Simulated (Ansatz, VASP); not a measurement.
LaIr5: VASP beside Ansatz

INCAR

```
PREC     = Accurate       # precision mode
ENCUT    = 520            # plane-wave cutoff, eV
EDIFF    = 1E-6           # SCF threshold, eV
ISMEAR   = -1             # smearing method
SIGMA    = 0.1            # smearing width, eV
LREAL    = F              # projectors in reciprocal space
LASPH    = T              # aspherical terms in the spheres
NELM     = 100            # most SCF steps
ALGO     = Normal         # electronic algorithm
ISIF     = 2              # what is computed and relaxed
LWAVE    = F              # write WAVECAR
LCHARG   = F              # write CHGCAR
GGA      = CA             # functional
NBANDS   = 37             # bands
```

Contents of KPOINTS:

```
Automatic mesh
0
Gamma
  5 5 6
```

POSCAR

```
LaIr5
1.0
    5.4790801092      0.0000000000      0.0000000000
   -2.7395400546      4.7450227681      0.0000000000
    0.0000000000      0.0000000000      4.2866043640
La Ir
1 5
Direct
    0.0000000000      0.0000000000      0.0000000000
    0.5000000000      0.0000000000      0.5000000000
    0.5000000000      0.5000000000      0.5000000000
    0.0000000000      0.5000000000      0.5000000000
    0.3333333333      0.6666666667      0.0000000000
    0.6666666667      0.3333333333      0.0000000000
```

Input for Ansatz:

```yaml
crystal:
  lattice:
    - [5.4790801092034025, 0.0, 0.0]
    - [-2.7395400546017012, 4.745022768065962, 0.0]
    - [0.0, 0.0, 4.286604363987731]
  atoms:
    - { symbol: La, position: [0.0, 0.0, 0.0] }
    - { symbol: Ir, position: [0.5, 0.0, 0.5] }
    - { symbol: Ir, position: [0.5, 0.5, 0.5] }
    - { symbol: Ir, position: [0.0, 0.5, 0.5] }
    - { symbol: Ir, position: [0.3333333333333333, 0.6666666666666666, 0.0] }
    - { symbol: Ir, position: [0.6666666666666666, 0.3333333333333333, 0.0] }
basis:
  ecutwfc: 420.0
kpoints:
  mp_grid:
    grid: [5, 5, 6]
hamiltonian:
  xc: lda
  pseudopotentials:
    kind: paw
scf:
  occupations:
    method: fermi_dirac
    width: 0.1
output:
  stress: true
```

Alike in both runs: task single point; functional LDA; k mesh 5 × 5 × 6; occupations fermi-dirac, width 0.1 eV; no spin polarisation.

|  | VASP | Ansatz |
| --- | --- | --- |
| version | VASP 6.6.1 | Ansatz 0.2.0 |
| potentials or method | VASP PAW LDA potentials, release 64 (La, Ir), cutoff 520 eV | plane waves, PAW |
| valence electrons in the cell | 56 | 96 |

|  | VASP | Ansatz | Ansatz less VASP |
| --- | --- | --- | --- |
| pressure (GPa) | -14.9 | -15.9 | -1.00 |
| traceless stress, the component that is largest in VASP (GPa) | 2.73 | 2.44 | -0.290 |

LDA's correlation is that of Perdew and Zunger in VASP and of Perdew and Wang (1992) in Ansatz. VASP's potentials hold 56 valence electrons a cell and Ansatz's 96, so a difference there can come from the potentials and not from the codes.

Spin-orbit coupling is off throughout.
